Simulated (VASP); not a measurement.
The system is Be.

```
Be
1.0
     0.00000    1.59482    1.59482
     1.59482    0.00000    1.59482
     1.59482    1.59482    0.00000
Be
1
Direct
  0.00000 0.00000 0.00000
```

| Item | Value |
| --- | --- |
| Program | VASP 6.6.1 |
| Task | relaxation of cell and atoms |
| Functional | BLYP |
| Potentials or basis | VASP PAW PBE potentials, release 64 (Be) |
| Cutoff | 600 eV |
| k mesh | 17 × 17 × 17 |
| Occupations | fermi-dirac, width 0.1 eV |
| Spin | no spin polarisation |

At the start: pressure -3.0 GPa; volume 8.11 Å³/atom.

Question: Where does the relaxation end?

Answer: Over 3 steps the energy falls by 2.1 meV/atom and the volume is 7.90 Å³/atom (-2.7 %); space group Fm-3m (No. 225, to 0.05 Å).

Step by step:
| step | energy change (eV) | largest force (eV/Å) | pressure (GPa) | volume (Å³) |
| --- | --- | --- | --- | --- |
| 1 | 0.0000 | 0.0000 | -3.00 | 8.11 |
| 2 | -0.0020 | 0.0000 | -0.58 | 7.94 |
| 3 | -0.0021 | 0.0000 | -0.02 | 7.90 |

Final structure:
```
CELL_PARAMETERS angstrom
0.00000 1.58055 1.58055
1.58055 0.00000 1.58055
1.58055 1.58055 0.00000
ATOMIC_POSITIONS crystal
Be 0.00000 0.00000 0.00000
```

Caveat: the PAW data sets were made with another functional, which shifts forces and pressure a little.
